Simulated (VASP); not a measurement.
# LiC18 in VASP: single point with PBEsol

Aim: the single point of LiC18 with PBEsol.

All numbers are computed with VASP 6.6.1; they aren't measurements. Logs are shortened: lines on timing, memory, paths and dates and some standing lists are left out, and cuts for length are marked.

### Step 1. The cell of the first run

The cell holds a slab with vacuum, 19 atoms: a = 7.398 Å, b = 7.398 Å, c = 13.000 Å, α = 90.00°, β = 90.00°, γ = 120.00°.

### Step 2. Single point, PBEsol, collinear spin, zero start

INCAR reads:

```
PREC = Accurate ; ENCUT = 520
EDIFF = 1E-6 ; ISMEAR = 0
SIGMA = 0.02 ; LREAL = Auto
LASPH = True ; NELM = 150
ALGO = Normal ; ISIF = 2
LWAVE = False ; LCHARG = False
ISPIN = 2 ; MAGMOM = 0 0 0 0 0 0 0 0 0 0 0 0 0 0 0 0 0 0 0
LORBIT = 11 ; GGA = PS
NBANDS = 56
```

KPOINTS reads:

```
Automatic mesh
0
Gamma
  2 2 1
```

POSCAR reads:

```
LiC18
1.0
    7.3980000000      0.0000000000      0.0000000000
   -3.6990000000      6.4068560000      0.0000000000
    0.0000000000      0.0000000000     13.0000000000
C Li
18 1
Direct
   -0.0025846005      0.0002706476      0.0788454615
    0.2192690353      0.1108543723      0.0781097692
   -0.0023053963      0.3332859362      0.0784777692
    0.2195338609      0.4448576650      0.0784788462
   -0.0020397235      0.6672887607      0.0781076923
    0.2198135639      0.7778723293      0.0788432308
    0.3303971368     -0.0002743936      0.0781075385
    0.5527534369      0.1105125509      0.0766694615
    0.3300552035      0.3332107043      0.0766683077
    0.5526676935      0.4450182742      0.0715207692
    0.3307944298      0.6668913739      0.0782682308
    0.5528281100      0.7781520296      0.0784790769
    0.6644000633     -0.0000087406      0.0784773846
    0.8864342632      0.1112516030      0.0782693077
    0.6645605579      0.3331251709      0.0715363846
    0.8871732973      0.4449324286      0.0766692308
    0.6644750639      0.6676305820      0.0766681538
    0.8868315144      0.7784167461      0.0781096154
    0.6085969886      0.3890888136      0.2193092308
```

Potentials or basis: VASP PAW PBE potentials, release 64 (C, Li_sv).

Launch:

```bash
cat potpaw_PBE.64/C/POTCAR potpaw_PBE.64/Li_sv/POTCAR > POTCAR
mpirun -np 1 vasp_std > vasp.out
```

OUTCAR:

```text
PREC = Accurate
   ENCUT = 520
   EDIFF = 1E-6
   ISMEAR = 0
   LREAL = Auto
   LASPH = True
   NELM = 150
   ISIF = 2
   ISPIN = 2
   LORBIT = 11
   GGA = PS

 ion  position               nearest neighbor table
   1  0.997  0.000  0.079-   2 1.42  18 1.42  14 1.42
   2  0.219  0.111  0.078-   1 1.42   7 1.42   9 1.42
   3  0.998  0.333  0.078-   4 1.42  14 1.42  16 1.42
   4  0.220  0.445  0.078-   3 1.42  11 1.42   9 1.42
   5  0.998  0.667  0.078-   6 1.42  18 1.42  16 1.42
   6  0.220  0.778  0.079-   7 1.42   5 1.42  11 1.42
   7  0.330  1.000  0.078-   6 1.42   2 1.42   8 1.42
   8  0.553  0.111  0.077-  13 1.42   7 1.42  15 1.43
   9  0.330  0.333  0.077-   4 1.42   2 1.42  10 1.43
  10  0.553  0.445  0.072-  17 1.43   9 1.43  15 1.43  19 2.05
  11  0.331  0.667  0.078-   6 1.42  12 1.42   4 1.42
  12  0.553  0.778  0.078-  13 1.42  11 1.42  17 1.42
  13  0.664  1.000  0.078-  12 1.42  14 1.42   8 1.42
  14  0.886  0.111  0.078-   1 1.42  13 1.42   3 1.42
  15  0.665  0.333  0.072-   8 1.43  16 1.43  10 1.43  19 2.05
  16  0.887  0.445  0.077-   3 1.42   5 1.42  15 1.43
  17  0.664  0.668  0.077-  12 1.42  18 1.42  10 1.43
  18  0.887  0.778  0.078-   1 1.42   5 1.42  17 1.42
  19  0.609  0.389  0.219-  15 2.05  10 2.05

  LATTYP: Found a hexagonal cell.
 ALAT       =     7.3980000000
 C/A-ratio  =     1.7572316842

  Lattice vectors:

 A1 = (   7.3980000000,   0.0000000000,   0.0000000000)
 A2 = (  -3.6990000000,   6.4068560000,   0.0000000000)
 A3 = (   0.0000000000,   0.0000000000,  13.0000000000)

Analysis of symmetry for initial positions (statically):
=====================================================================
 Subroutine PRICEL returns:
 Original cell was already a primitive cell.

 Routine SETGRP: Setting up the symmetry group for a
 hexagonal supercell.

 Subroutine GETGRP returns: Found  2 space group operations
 (whereof  1 operations were pure point group operations)
 out of a pool of 24 trial point group operations.

The static configuration has the point symmetry C_1 .
 The point group associated with its full space group is C_1h.

Analysis of symmetry for dynamics (positions and initial velocities):
=====================================================================
 Subroutine PRICEL returns:
 Original cell was already a primitive cell.

 Routine SETGRP: Setting up the symmetry group for a
 hexagonal supercell.

 Subroutine GETGRP returns: Found  2 space group operations
 (whereof  1 operations were pure point group operations)
 out of a pool of 24 trial point group operations.

The dynamic configuration has the point symmetry C_1 .
 The point group associated with its full space group is C_1h.

Analysis of structural, dynamic, and magnetic symmetry:
=====================================================================
 Subroutine PRICEL returns:
 Original cell was already a primitive cell.

 Routine SETGRP: Setting up the symmetry group for a
 hexagonal supercell.

 Subroutine GETGRP returns: Found  2 space group operations
 (whereof  1 operations were pure point group operations)
 out of a pool of 24 trial point group operations.

The overall configuration has the point symmetry C_1 .
 The point group associated with its full space group is C_1h.

 Subroutine INISYM returns: Found  2 space group operations
 (whereof  1 operations are pure point group operations),
 and found     1 'primitive' translations

----------------------------------------------------------------------------------------

                                     Primitive cell

  volume of cell :     616.1730

  direct lattice vectors                    reciprocal lattice vectors
     7.398000000  0.000000000  0.000000000     0.135171668  0.078041398  0.000000000
    -3.699000000  6.406856000  0.000000000     0.000000000  0.156082796  0.000000000
     0.000000000  0.000000000 13.000000000     0.000000000  0.000000000  0.076923077

[... 78 lines left out ...]
   number of dos      NEDOS =    301   number of ions     NIONS =     19
   total plane-waves  NPLWV = 307328
   dimension x,y,z NGX =    56 NGY =   56 NGZ =   98
   dimension x,y,z NGXF=   112 NGYF=  112 NGZF=  196
   ions per type =              18   1
   NGX,Y,Z   is equivalent  to a cutoff of  12.58, 12.58, 12.53 a.u.
   NGXF,Y,Z  is equivalent  to a cutoff of  25.17, 25.17, 25.06 a.u.
 SYSTEM =  unknown system
   PREC   = accura    normal or accurate (medium, high low for compatibility)
   ISTART =      0    job   : 0-new  1-cont  2-samecut
   ICHARG =      2    charge: 1-file 2-atom 10-const
   ISPIN  =      2    spin polarized calculation?
   LNONCOLLINEAR =      F non collinear calculations
   LSORBIT =      F    spin-orbit coupling
   LASPH  =      T    aspherical Exc in radial PAW
   ENCUT  =  520.0 eV  38.22 Ry    6.18 a.u.  13.76 13.76 24.17*2*pi/ulx,y,z
   NELM   =    150;   NELMIN=  2; NELMDL= -5     # of ELM steps
   EDIFF  = 0.1E-05   stopping-criterion for ELM
   LREAL  =      T    real-space projection
   EDIFFG = 0.1E-04   stopping-criterion for IOM
   NSW    =      0    number of steps for IOM
   IBRION =     -1    ionic relax: 0-MD 1-quasi-New 2-CG
   NFREE  =      0    steps in history (QN), initial steepest desc. (CG)
   ISIF   =      2    stress and relaxation
   ISYM   =      2    0-nonsym 1-usesym 2-fastsym
   POTIM  = 0.5000    time-step for ionic-motion
   TEBEG  =    0.0;   TEEND  =   0.0 temperature during run
   PSTRESS=    0.0 pullay stress
   NELECT =      75.0000    total number of electrons
   NUPDOWN=      -1.0000    fix difference up-down
   EMIN   =  10.00;   EMAX   =-10.00  energy-range for DOS
   EFERMI =   0.00;   METHOD = LEGACY
   ISMEAR =     0;   SIGMA  =   0.02  broadening in eV -4-tet -1-fermi 0-gaus
   EFERMI_NEDOS =   21; number of points for ismear=-14 and -15
   IALGO  =     38    algorithm
   IMIX   =      4    mixing-type and parameters
     AMIX     =   0.40;   BMIX     =  1.00
     AMIX_MAG =   1.60;   BMIX_MAG =  1.00
  volume/ion in A,a.u.               =      32.43       218.85
  Fermi-wavevector in a.u.,A,eV,Ry     =   0.811324  1.533180  8.955991  0.658247
  Thomas-Fermi vector in A             =   1.920663
   LORBIT       =     11    0 simple, 1 ext, 2 COOP (PROOUT), +10 PAW based schemes
   GGA     = PS    functional components
   LHFCALC =     F    Hartree Fock is set to
   AEXX    =    0.0000 exact exchange contribution
   IVDW    =     0    specifies the selected vdW correction
   LEPSILON=     F    determine dielectric tensor
   LRPA    =     F    only Hartree local field effects (RPA)
 spin polarized calculation
 Gauss-broadening in eV      SIGMA  =   0.02
  energy-cutoff  :      520.00
  volume of cell :      616.17
 maximum number of plane-waves:     16651
 NGX is ok and might be reduce to    56
   NGX = 27   NGY = 27   NGZ = 49

 number of electron      74.9999991 magnetization       0.0000000

 number of electron      74.9999991 magnetization      -0.0000000

 Free energy of the ion-electron system (eV)
  ---------------------------------------------------
  ext. energy  EPLUGINS =         0.00000000
  ---------------------------------------------------
  free energy    TOTEN  =      -175.05255714 eV

  energy without entropy =     -175.05255714  energy(sigma->0) =     -175.05255714

 E-fermi :  -0.7870     XC(G=0):  -3.4648

 val. band max:       -0.9395975797   @ k =   0.0000   0.0000   0.0000
 cond. band min:       0.3449576984   @ k =   0.0000   0.0000   0.0000
 fundamental gap:      1.2845552781
 Fermi energy:        -0.7869886029

 spin component 1

 k-point     1 :       0.0000    0.0000    0.0000
  band No.  band energies     occupation
      1     -49.2776      1.00000
      2     -20.3765      1.00000
      3     -17.9465      1.00000
      4     -17.8146      1.00000
      5     -17.7917      1.00000
      6     -17.7123      1.00000
[... 145 lines left out ...]
     48       3.5186      0.00000
     49       3.6910      0.00000
 Fermi energy:        -0.7869886029

 spin component 2

 k-point     1 :       0.0000    0.0000    0.0000
  band No.  band energies     occupation
      1     -49.2776      1.00000
      2     -20.3765      1.00000
      3     -17.9465      1.00000
      4     -17.8146      1.00000
      5     -17.7917      1.00000
      6     -17.7123      1.00000
[... 145 lines left out ...]
     48       3.5181      0.00000
     49       3.6897      0.00000
 [bands above 49 left out]

------------------------ aborting loop because EDIFF is reached ----------------------------------------

  FORCE on cell =-STRESS in cart. coord.  units (eV):
  Direction    XX          YY          ZZ          XY          YZ          ZX
  --------------------------------------------------------------------------------------
  -------------------------------------------------------------------------------------
  Total        1.8340436      1.8033570     -0.1644310     -0.0265754     -0.0003757      0.0006507
  in kB        4.7688932      4.6891016     -0.4275547     -0.0691016     -0.0009768      0.0016918
  external PRESSURE =       3.0101467 kB  Pullay stress =       0.0000000 kB

 VOLUME and BASIS-vectors are now :
 -----------------------------------------------------------------------------
  energy-cutoff  :      520.00
  volume of cell :      616.17
      direct lattice vectors                 reciprocal lattice vectors
     7.398000000  0.000000000  0.000000000     0.135171668  0.078041398  0.000000000
    -3.699000000  6.406856000  0.000000000     0.000000000  0.156082796  0.000000000
     0.000000000  0.000000000 13.000000000     0.000000000  0.000000000  0.076923077

 POSITION                                       TOTAL-FORCE (eV/Angst)
 -----------------------------------------------------------------------------------
      7.37788      0.00173      1.02499         0.004117     -0.002377     -0.006620
      1.21210      0.71023      1.01543        -0.001255     -0.000942      0.001406
      6.14812      2.13532      1.02021        -0.000347      0.005353     -0.002312
     -0.02142      2.85014      1.02023         0.001604      0.002294      0.000353
      4.91461      4.27522      1.01540         0.001314      0.005870      0.000125
     -1.25117      4.98372      1.02496         0.001602     -0.000925     -0.000982
[... 11 lines left out ...]
      3.68142      4.98720      1.01543         0.000189      0.001558      0.001406
      3.06316      2.49284      2.85102         0.000714     -0.000412      0.042796
 -----------------------------------------------------------------------------------
    total drift:                                0.008453     -0.005799     -0.019245

  FREE ENERGIE OF THE ION-ELECTRON SYSTEM (eV)
  ---------------------------------------------------
  free  energy   TOTEN  =      -175.0525571363 eV

  energy  without entropy=     -175.0525571363  energy(sigma->0) =     -175.05255714

 total charge

# of ion       s       p       d       tot
------------------------------------------
    1        0.856   1.795   0.000   2.651
    2        0.856   1.791   0.000   2.647
    3        0.856   1.793   0.000   2.649
    4        0.856   1.793   0.000   2.649
    5        0.856   1.791   0.000   2.647
    6        0.856   1.795   0.000   2.651
[... 11 lines left out ...]
   18        0.856   1.791   0.000   2.647
   19        2.006   0.048   0.000   2.055
--------------------------------------------------
tot         17.404  32.318   0.000  49.722

 magnetization (x)

# of ion       s       p       d       tot
------------------------------------------
    1        0.000   0.000   0.000   0.000
    2        0.000   0.000   0.000   0.000
    3        0.000   0.000   0.000   0.000
    4        0.000   0.000   0.000   0.000
    5        0.000   0.000   0.000   0.000
    6        0.000   0.000   0.000   0.000
[... 11 lines left out ...]
   18        0.000   0.000   0.000   0.000
   19        0.000   0.000   0.000   0.000
--------------------------------------------------
tot          0.000   0.000   0.000   0.000
```

It took 6.2 min on 1 thread of Intel Xeon 6975P-C (Granite Rapids), shared host; peak memory 0.88 GiB.

Results:

- Free energy: -175.0526 eV
- Largest force: 0.043 eV/Å
- Net moment: 0.00 μB per cell
- Valence electrons inside the program's atomic spheres: C 2.65, 2.64, 2.66; Li 2.06

Forces on the atoms (eV/Å):
```
C    0.004 -0.002 -0.007
C   -0.001 -0.001  0.001
C    0.000  0.005 -0.002
C    0.002  0.002  0.000
C    0.001  0.006  0.000
C    0.002 -0.001 -0.001
C   -0.004 -0.004  0.000
C   -0.002 -0.007  0.001
C    0.005  0.001  0.002
C   -0.006  0.004 -0.020
C   -0.008  0.004  0.004
C   -0.001 -0.003  0.000
C   -0.005 -0.002 -0.002
C    0.001  0.000  0.001
C    0.006 -0.003 -0.024
C    0.005  0.005  0.001
C    0.002 -0.005  0.002
C    0.000  0.002  0.001
Li   0.001  0.000  0.043
```

Caveat: the k points lie up to 0.49 Å⁻¹ apart; the cutoff is under 1.25 times the usual one of these potentials, so pressure, stress and relaxed cells hold a basis-set (Pulay) error; the PAW data sets were made with another functional, which shifts forces and pressure a little.
